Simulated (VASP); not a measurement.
**BN: single point with PBE+D3(BJ)**

BN, a sheet with vacuum:

```
B N
1.0
     5.01557    0.00013    0.00000
    -1.25384    2.17169    0.00000
     0.00000    0.00000   31.39454
B N
4 4
Direct
  0.99937 0.99997 0.23331
  0.49937 0.99997 0.23331
  0.33396 0.33337 0.34004
  0.83396 0.33337 0.34004
  0.33272 0.33332 0.23326
  0.83272 0.33332 0.23326
  0.00061 0.00002 0.34009
  0.50061 0.00002 0.34009
```

```json
{
  "Program": "VASP 6.6.1",
  "Task": "single point",
  "Functional": "PBE",
  "Dispersion": "D3(BJ)",
  "Potentials or basis": "VASP PAW PBE potentials, release 64 (B, N)",
  "Cutoff": "520 eV",
  "k mesh": "6 × 6 × 1",
  "Occupations": "gaussian, width 0.1 eV",
  "Spin": "no spin polarisation",
  "Dipole correction": "yes",
  "Further INCAR settings": "ALGO = Normal; EDIFF = 1e-07; NBANDS = 26"
}
```

```yaml
Band_gap_on_the_k_mesh: 4.50 eV
Dispersion_energy_per_atom: -0.105 eV
```

Levels at points of the mesh, in eV from the valence-band top:
```csv
k point,band 13,band 14,band 15,band 16,band 17,band 18,band 19,band 20
"(0.00, 0.00, 0.00)",-1.31,-1.31,-1.14,-0.65,4.50,4.83,5.15,5.31
"(0.50, 0.00, 0.00)",-2.94,-2.94,-2.91,-2.91,6.76,6.76,7.11,7.11
"(0.00, 0.50, 0.00)",-1.14,-1.14,-0.65,-0.65,4.50,4.50,5.16,5.16
"(0.50, 0.50, 0.00)",-1.41,-1.41,-0.79,-0.79,5.62,5.62,5.89,5.89
```

Wall time 12 min on 1 thread of Intel(R) Xeon(R) Platinum 8259CL CPU @ 2.50GHz (Skylake/Cascade Lake), with other jobs on the host, peak memory 0.55 GiB.

Caveat: the k points lie up to 0.48 Å⁻¹ apart.
